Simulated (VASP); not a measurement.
A run of VASP 6.6.1 is set up as follows.

Contents of POSCAR:

```
Si15Sn
1.0
   11.0140650000      0.0000000000      0.0000000000
    0.0000000000     11.0140650000      0.0000000000
    0.0000000000      0.0000000000     11.0140650000
Sn Si
4 60
Direct
    0.0009350000      0.9970330000      0.0026360000
    0.1340600000      0.1160030000      0.6173960000
    0.1249170000      0.6267590000      0.1266320000
    0.9915290000      0.2589970000      0.7550210000
    0.9906090000      0.9907220000      0.4913010000
    0.9922720000      0.4945840000      0.9951870000
    0.0002890000      0.5023720000      0.4977540000
    0.5028120000      0.0008780000      0.0018750000
    0.4999900000      0.0000500000      0.5001830000
    0.5008240000      0.4997200000      0.0002270000
    0.5026420000      0.5012700000      0.5015040000
    0.1338890000      0.1336500000      0.1337810000
    0.1251940000      0.6234300000      0.6240570000
    0.6237610000      0.1247580000      0.1268120000
    0.6236780000      0.1248770000      0.6238540000
    0.6241580000      0.6234450000      0.1252040000
    0.6242050000      0.6260740000      0.6253600000
    0.2556710000      0.2525250000      0.0036570000
    0.2610650000      0.2578840000      0.4912670000
    0.2621150000      0.7544630000      0.9930760000
    0.2495620000      0.7497290000      0.5003740000
    0.7425930000      0.2507540000      0.0036600000
    0.7474340000      0.2500120000      0.4973440000
    0.7476500000      0.7467450000      0.0002410000
    0.7475490000      0.7486500000      0.5015640000
    0.3805860000      0.3739890000      0.1269300000
    0.3780470000      0.3774360000      0.6254630000
    0.3777230000      0.8777330000      0.1253910000
    0.3801310000      0.8711790000      0.6241080000
    0.8731000000      0.3721080000      0.1248090000
    0.8641140000      0.3865410000      0.6146200000
    0.8631760000      0.8677440000      0.1347260000
    0.8725840000      0.8721070000      0.6252700000
    0.2520300000      0.0005860000      0.2528130000
    0.2648390000      0.9900880000      0.7557550000
    0.2589870000      0.4932220000      0.2576380000
    0.2527010000      0.5024750000      0.7504810000
    0.7450170000      0.0008340000      0.2518300000
    0.7442790000      0.9969780000      0.7477400000
    0.7501190000      0.4994390000      0.2499000000
    0.7457950000      0.5031690000      0.7483940000
    0.3795170000      0.1253800000      0.3733180000
    0.3786990000      0.1248810000      0.8782520000
    0.3775410000      0.6250190000      0.3779230000
    0.3805840000      0.6246860000      0.8728720000
    0.8728070000      0.1248490000      0.3726230000
    0.8545750000      0.1235630000      0.8776680000
    0.8723010000      0.6246670000      0.3778320000
    0.8733440000      0.6242200000      0.8725310000
    0.0009130000      0.2520840000      0.2523990000
    0.9902250000      0.7549260000      0.2602590000
    0.0009640000      0.7469700000      0.7473780000
    0.5025450000      0.2486670000      0.2495030000
    0.5003640000      0.2498190000      0.7501390000
    0.5002060000      0.7498490000      0.2502830000
    0.5026900000      0.7484610000      0.7490080000
    0.1257970000      0.3762020000      0.3762240000
    0.1342070000      0.3831260000      0.8839630000
    0.1235680000      0.8741880000      0.3745830000
    0.1348260000      0.8657070000      0.8664320000
    0.6241030000      0.3748430000      0.3739130000
    0.6239570000      0.3758460000      0.8749020000
    0.6236080000      0.8749950000      0.3766690000
    0.6237470000      0.8732440000      0.8755020000
```

The input INCAR.step1:

```
SYSTEM = Si15Sn
PREC = Accurate
ENCUT = 520
EDIFF = 1E-5
ISMEAR = -1
SIGMA = 0.05
LREAL = Auto
LASPH = .TRUE.
NELM = 60
ALGO = Normal
ISIF = 2
LWAVE = .TRUE.
LCHARG = .FALSE.
GGA = PE
NBANDS = 186
LUSENCCL = .FALSE.
```

The input INCAR.step2:

```
SYSTEM = Si15Sn
PREC = Accurate
ENCUT = 520
EDIFF = 1E-7
ISMEAR = -1
SIGMA = 0.05
LREAL = Auto
LASPH = .TRUE.
NELM = 60
ALGO = Normal
ISIF = 2
LWAVE = .FALSE.
LCHARG = .FALSE.
GGA = PE
LHFCALC = .TRUE.
HFSCREEN = 0.2079
PRECFOCK = Fast
ISTART = 1
NBANDS = 186
LUSENCCL = .FALSE.
```

KPOINTS

```
regular mesh
0
G
  1 1 1
  0 0 0
```

Potentials or basis: VASP PAW PBE potentials, release 64 (Sn_d, Si).

Command:

```sh
$ cat potpaw_PBE.64/Sn_d/POTCAR potpaw_PBE.64/Si/POTCAR > POTCAR
$ cp INCAR.step1 INCAR
$ mpirun -np 1 vasp_gam > vasp.out
$ cp INCAR.step2 INCAR
$ mpirun -np 1 vasp_gam > vasp.out
```

(1) What does it give for the pressure?

(2) Estimate the largest force.

(3) Predict the band gap on the k mesh.

## Answers

(1) 0.4 GPa.

(2) 0.061 eV/Å.

(3) 1.08 eV.

Caveat: the k points lie up to 0.57 Å⁻¹ apart; the PAW data sets were made with another functional, which shifts forces and pressure a little; spin-orbit coupling is left out, which moves the levels of the heavy elements.
